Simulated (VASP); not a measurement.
**CO2: single point with PBE**

Crystal: CO2.

```
C O
1.0
     2.77480   -2.51737    0.00000
     2.77480    2.51737    0.00000
     0.00000    0.00000    6.84124
C O
2 4
Cartesian
  0.0000 0.0787 0.2259
  2.7748 0.0787 3.1948
  2.7748 -1.3645 6.3144
  2.7748 1.2858 0.8072
  2.7748 -1.2316 2.6135
  2.7748 1.1529 3.9474
```

This cell differs from its parent crystal: strained and its atoms moved.

```json
{
 "Program": "VASP 6.6.1",
 "Task": "single point",
 "Functional": "PBE",
 "Potentials or basis": "VASP PAW PBE potentials, release 64 (C, O)",
 "Cutoff": "520 eV",
 "k mesh": "6 × 6 × 4",
 "Occupations": "gaussian, width 0.02 eV",
 "Spin": "no spin polarisation",
 "Dipole correction": "no",
 "Further INCAR settings": "ALGO = Normal; EDIFF = 1e-06; NBANDS = 25"
}
```

The pressure is -28.8 GPa, the largest force is 10.472 eV/Å and the band gap on the k mesh is 3.73 eV (least direct gap 4.31 eV).

Forces on the atoms (eV/Å):
```
C    0.000 -2.112 -1.536
C    0.000 -2.112  1.536
O    0.000 -7.540  5.363
O    0.000  9.652 -4.061
O    0.000  9.652  4.061
O    0.000 -7.540 -5.363
```

Stress tensor (GPa, compression positive):
```
  2.09   0.00   0.00
  0.00 -68.36   0.00
  0.00   0.00 -20.14
```

Levels at points of the mesh, in eV from the valence-band top:
```tsv
k point	band 14	band 15	band 16	band 17	band 18	band 19
(0.00, 0.00, 0.00)	-0.81	-0.66	-0.58	3.73	4.16	4.52
(0.50, 0.00, 0.00)	-0.69	-0.24	-0.24	4.27	4.27	5.21
(0.50, 0.50, 0.00)	-0.50	-0.48	0.00	4.54	4.86	5.64
(0.00, 0.00, 0.50)	-0.74	-0.72	-0.62	4.23	4.27	4.45
(0.50, 0.00, 0.50)	-0.74	-0.24	-0.24	4.34	4.34	5.23
(0.50, 0.50, 0.50)	-0.66	-0.40	-0.08	4.72	4.91	5.61
```

Run time: 75 s on 1 thread of Intel(R) Xeon(R) Platinum 8259CL CPU @ 2.50GHz (Skylake/Cascade Lake) (shared host), peak memory 0.22 GiB.

Caveat: the cell differs from its parent crystal (strained and its atoms moved); the stress differs along the axes, from -68 to 2 GPa; this functional lacks dispersion, which holds the molecules together, so the pressure and a relaxed volume are unreliable; forces of over 1 eV/Å act on the atoms, so gaps and moduli don't describe the material at rest. A k mesh can miss the band edges.
